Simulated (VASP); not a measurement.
# ZnO (P6_3/mmc) in VASP: dielectric tensor with LDA

Aim: the dielectric tensor of ZnO with LDA.

All numbers are computed with VASP 6.6.1; they aren't measurements. Logs are shortened: lines on timing, memory, paths and dates and some standing lists are left out, and cuts for length are marked.

### Step 1. The cell of the first run

It takes space group P6_3/mmc (No. 194, hexagonal). The conventional cell has a = 3.288 Å, b = 3.288 Å, c = 7.130 Å, α = 90.00°, β = 90.00°, γ = 120.00°. Within 2.5 Å of Zn (site symmetry -6m2) lie 3 O at 1.90 Å. Within 2.5 Å of O (site symmetry -6m2) lie 3 Zn at 1.90 Å.

### Step 2. Dielectric tensor, LDA

Contents of INCAR:

```
SYSTEM = ZnO
PREC = Accurate ; ENCUT = 520
EDIFF = 1E-8 ; ISMEAR = 0
SIGMA = 0.01 ; LREAL = .False.
LASPH = .True. ; NELM = 120
ALGO = Normal ; ISIF = 2
LWAVE = .False. ; LCHARG = .False.
LEPSILON = .True. ; GGA_COMPAT = .False.
```

Contents of KPOINTS:

```
Automatic mesh
0
Gamma
  12 12 4
  0 0 0
```

Contents of POSCAR:

```
ZnO
1.0
    3.2879670000      0.0000000000      0.0000000000
   -1.6439835000      2.8474629488      0.0000000000
    0.0000000000      0.0000000000      7.1304410000
Zn O
2 2
Direct
    0.0000000000      0.0000000000      0.7500000000
    0.0000000000      0.0000000000      0.2500000000
    0.3333330000      0.6666670000      0.2500000000
    0.6666670000      0.3333330000      0.7500000000
```

Potentials or basis: VASP PAW LDA potentials, release 64 (Zn, O).

Started as:

```
$ cat potpaw_LDA.64/Zn/POTCAR potpaw_LDA.64/O/POTCAR > POTCAR
$ mpirun -np 1 vasp_std > vasp.out
```

OUTCAR:

```text
SYSTEM = ZnO
   PREC = Accurate
   ENCUT = 520
   EDIFF = 1E-8
   ISMEAR = 0
   LREAL = .False.
   LASPH = .True.
   NELM = 120
   ISIF = 2
   LEPSILON = .True.

 ion  position               nearest neighbor table
   1  0.000  0.000  0.750-   4 1.90   4 1.90   4 1.90
   2  0.000  0.000  0.250-   3 1.90   3 1.90   3 1.90
   3  0.333  0.667  0.250-   2 1.90   2 1.90   2 1.90
   4  0.667  0.333  0.750-   1 1.90   1 1.90   1 1.90

  LATTYP: Found a hexagonal cell.
 ALAT       =     3.2879670000
 C/A-ratio  =     2.1686473739

  Lattice vectors:

 A1 = (   3.2879670000,   0.0000000000,   0.0000000000)
 A2 = (  -1.6439835000,   2.8474629488,   0.0000000000)
 A3 = (   0.0000000000,   0.0000000000,   7.1304410000)

Analysis of symmetry for initial positions (statically):
=====================================================================
 Subroutine PRICEL returns:
 Original cell was already a primitive cell.

 Routine SETGRP: Setting up the symmetry group for a
 hexagonal supercell.

 Subroutine GETGRP returns: Found 24 space group operations
 (whereof 12 operations were pure point group operations)
 out of a pool of 24 trial point group operations.

The static configuration has the point symmetry D_3d.
 The point group associated with its full space group is D_6h.

Analysis of symmetry for dynamics (positions and initial velocities):
=====================================================================
 Subroutine PRICEL returns:
 Original cell was already a primitive cell.

 Routine SETGRP: Setting up the symmetry group for a
 hexagonal supercell.

 Subroutine GETGRP returns: Found 24 space group operations
 (whereof 12 operations were pure point group operations)
 out of a pool of 24 trial point group operations.

The dynamic configuration has the point symmetry D_3d.
 The point group associated with its full space group is D_6h.

 Subroutine INISYM returns: Found 24 space group operations
 (whereof 12 operations are pure point group operations),
 and found     1 'primitive' translations

----------------------------------------------------------------------------------------

                                     Primitive cell

  volume of cell :      66.7578

  direct lattice vectors                    reciprocal lattice vectors
     3.287967000  0.000000000  0.000000000     0.304139306  0.175594910  0.000000000
    -1.643983500  2.847462949  0.000000000     0.000000000  0.351189820  0.000000000
     0.000000000  0.000000000  7.130441000     0.000000000  0.000000000  0.140243780

  length of vectors
     3.287967000  3.287967000  7.130441000     0.351189820  0.351189820  0.140243780

  position of ions in fractional coordinates (direct lattice)
     0.000000000  0.000000000  0.750000000
     0.000000000  0.000000000  0.250000000
     0.333333000  0.666667000  0.250000000
     0.666667000  0.333333000  0.750000000

  ion indices of the primitive-cell ions
   primitive index   ion index
                 1           1
                 2           2
                 3           3
                 4           4

----------------------------------------------------------------------------------------

 KPOINTS: Automatic mesh

Automatic generation of k-mesh.
 Grid dimensions read from file:
 generate k-points for:   12   12    4

 Generating k-lattice:

  Cartesian coordinates                     Fractional coordinates (reciprocal lattice)
     0.025344942  0.014632909  0.000000000     0.083333333 -0.000000000  0.000000000
[... 82 lines left out ...]
  Thomas-Fermi vector in A             =   2.461452
   LORBIT       =      0    0 simple, 1 ext, 2 COOP (PROOUT), +10 PAW based schemes
   GGA     = CA    functional components
   LHFCALC =     F    Hartree Fock is set to
   AEXX    =    0.0000 exact exchange contribution
   IVDW    =     0    specifies the selected vdW correction
   LEPSILON=     T    determine dielectric tensor
   LRPA    =     F    only Hartree local field effects (RPA)
 non-spin polarized calculation
 Gauss-broadening in eV      SIGMA  =   0.01
  energy-cutoff  :      520.00
  volume of cell :       66.76
 maximum number of plane-waves:      1824
   NGX = 13   NGY = 13   NGZ = 27

--------------------------------------- Ionic step        1  -------------------------------------------

 number of electron      36.0000026 magnetization

 E-fermi :  -1.0263     XC(G=0):  -9.5154

 val. band max:       -1.1534107171   @ k =   0.0000   0.0000   0.0000
 cond. band min:      -0.3947888891   @ k =   0.0000   0.0000   0.0000
 fundamental gap:      0.7586218280
 Fermi energy:        -1.0262642263

 k-point     1 :       0.0000    0.0000    0.0000
  band No.  band energies     occupation
      1     -18.2918      2.00000
      2     -18.2044      2.00000
      3      -7.3243      2.00000
      4      -7.3243      2.00000
      5      -7.3096      2.00000
      6      -7.3096      2.00000
[... 589 lines left out ...]
     21       5.5902      0.00000
     22       7.3509      0.00000

 [... further k-points ...]

  FORCE on cell =-STRESS in cart. coord.  units (eV):
  Direction    XX          YY          ZZ          XY          YZ          ZX
  --------------------------------------------------------------------------------------
  -------------------------------------------------------------------------------------
  Total       -4.2693943     -4.2693943     -0.7662318      0.0000000      0.0000000      0.0000000
  in kB     -102.4648536   -102.4648536    -18.3894534      0.0000000      0.0000000      0.0000000
  external PRESSURE =     -74.4397202 kB  Pullay stress =       0.0000000 kB

 VOLUME and BASIS-vectors are now :
 -----------------------------------------------------------------------------
  energy-cutoff  :      520.00
  volume of cell :       66.76
      direct lattice vectors                 reciprocal lattice vectors
     3.287967000  0.000000000  0.000000000     0.304139306  0.175594910  0.000000000
    -1.643983500  2.847462949  0.000000000     0.000000000  0.351189820  0.000000000
     0.000000000  0.000000000  7.130441000     0.000000000  0.000000000  0.140243780

 POSITION                                       TOTAL-FORCE (eV/Angst)
 -----------------------------------------------------------------------------------
      0.00000      0.00000      5.34783         0.000000     -0.000000      0.000000
      0.00000      0.00000      1.78261         0.000000      0.000000     -0.000000
     -0.00000      1.89831      1.78261        -0.000000     -0.000000      0.000000
      1.64399      0.94915      5.34783         0.000000      0.000000     -0.000000
 -----------------------------------------------------------------------------------
    total drift:                                0.000000     -0.000000      0.000000

  FREE ENERGIE OF THE ION-ELECTRON SYSTEM (eV)
  ---------------------------------------------------
  free  energy   TOTEN  =       -19.7613280529 eV

  energy  without entropy=      -19.7613280529  energy(sigma->0) =      -19.76132805

 HEAD OF MICROSCOPIC STATIC DIELECTRIC TENSOR (INDEPENDENT PARTICLE, excluding Hartree and local field effects)
 ------------------------------------------------------
           5.824645     0.000000     0.000000
           0.000000     5.824645     0.000000
           0.000000     0.000000     3.256541
 ------------------------------------------------------

 Free energy of the ion-electron system (eV)
  ---------------------------------------------------
  ---------------------------------------------------
  free energy    TOTEN  =        -0.89266165 eV

  energy without entropy =       -0.89266165

------------------------ aborting loop because EDIFF is reached ----------------------------------------

--------------------------------------- Ionic step        2  -------------------------------------------

------------------------ aborting loop because EDIFF is reached ----------------------------------------

--------------------------------------- Ionic step        3  -------------------------------------------

 Free energy of the ion-electron system (eV)
  ---------------------------------------------------
  ---------------------------------------------------
  free energy    TOTEN  =        -0.38265015 eV

  energy without entropy =       -0.38265015

------------------------ aborting loop because EDIFF is reached ----------------------------------------

 PIEZOELECTRIC TENSOR FIELD DIRECTION 3  (e Angst)
 -----------------------------------------------------------------------------
     0.00054  0.00000  0.00000           (  0.00001  0.00000  0.00000)
    -0.00000  0.00054 -0.00000           ( -0.00000  0.00001 -0.00000)
     0.00000 -0.00000 -0.00042           (  0.00000 -0.00000 -0.00000)

 PIEZOELECTRIC TENSOR FIELD DIRECTION 3  (C/m^2)
 -----------------------------------------------------------------------------
     0.00013  0.00000  0.00000
    -0.00000  0.00013 -0.00000
     0.00000 -0.00000 -0.00010

 MACROSCOPIC STATIC DIELECTRIC TENSOR (including local field effects in DFT)
 ------------------------------------------------------
           5.693557     0.000000     0.000000
           0.000000     5.693557    -0.000000
           0.000000     0.000000     2.912876
 ------------------------------------------------------

 PIEZOELECTRIC TENSOR (including local field effects)  for field in x, y, z        (e  Angst)
          XX          YY          ZZ          XY          YZ          ZX
  --------------------------------------------------------------------------------
  x     0.00000     0.00000     0.00000     0.00000     0.00000     0.00000
  y     0.00000     0.00000     0.00000     0.00000     0.00000     0.00000
  z     0.00000     0.00000     0.00000     0.00000     0.00000     0.00000

 PIEZOELECTRIC TENSOR (including local field effects)  for field in x, y, z        (C/m^2)
          XX          YY          ZZ          XY          YZ          ZX
  --------------------------------------------------------------------------------
  x     0.00000     0.00000     0.00000     0.00000     0.00000     0.00000
  y     0.00000     0.00000     0.00000     0.00000     0.00000     0.00000
  z     0.00000     0.00000     0.00000     0.00000     0.00000     0.00000

 BORN EFFECTIVE CHARGES (including local field effects) (in |e|, cummulative output)
 ---------------------------------------------------------------------------------
 ion    1
    1     2.53441     0.00000     0.00000
    2     0.00000     2.53441     0.00000
    3     0.00000    -0.00000     0.87216
 ion    2
    1     2.53441     0.00000     0.00000
    2     0.00000     2.53441     0.00000
    3     0.00000     0.00000     0.87216
 ion    3
    1    -2.53441     0.00000     0.00000
    2     0.00000    -2.53441     0.00000
    3     0.00000     0.00000    -0.87216
 ion    4
    1    -2.53441     0.00000     0.00000
    2     0.00000    -2.53441     0.00000
    3     0.00000     0.00000    -0.87216
```

Wall time 7.2 min (1 thread of Intel Xeon Platinum 8488C (Sapphire Rapids), shared host); peak memory 0.49 GiB.

Results:

```
Band gap on the k mesh                  : 0.76 eV
Electronic dielectric tensor (diagonal) : 5.69, 5.69, 2.91
Born charges (mean of the diagonal)     : Zn +1.98; O -1.98 e
```

Levels at points of the mesh, in eV from the valence-band top:
```
           k point  band 15  band 16  band 17  band 18  band 19  band 20  band 21  band 22
(0.00, 0.00, 0.00)    -0.01    -0.01     0.00     0.00     0.76     3.31     5.07    10.81
(0.50, 0.00, 0.00)    -1.89    -1.80    -0.87    -0.86     4.77     5.42     6.09     8.64
(0.00, 0.00, 0.50)     0.00     0.00     0.00     0.00     1.89     1.89     7.14     7.14
(0.50, 0.00, 0.50)    -1.84    -1.84    -0.83    -0.83     4.91     4.91     7.51     7.51
```

Electronic dielectric tensor:
```
5.69 0.00 0.00
0.00 5.69 0.00
0.00 0.00 2.91
```

Born effective charge tensors (e):
atom 1, Zn
```
2.53 0.00 0.00
0.00 2.53 0.00
0.00 0.00 0.87
```
atom 2, Zn
```
2.53 0.00 0.00
0.00 2.53 0.00
0.00 0.00 0.87
```
atom 3, O
```
-2.53  0.00  0.00
 0.00 -2.53  0.00
 0.00  0.00 -0.87
```
atom 4, O
```
-2.53  0.00  0.00
 0.00 -2.53  0.00
 0.00  0.00 -0.87
```

A k mesh can miss the band edges.
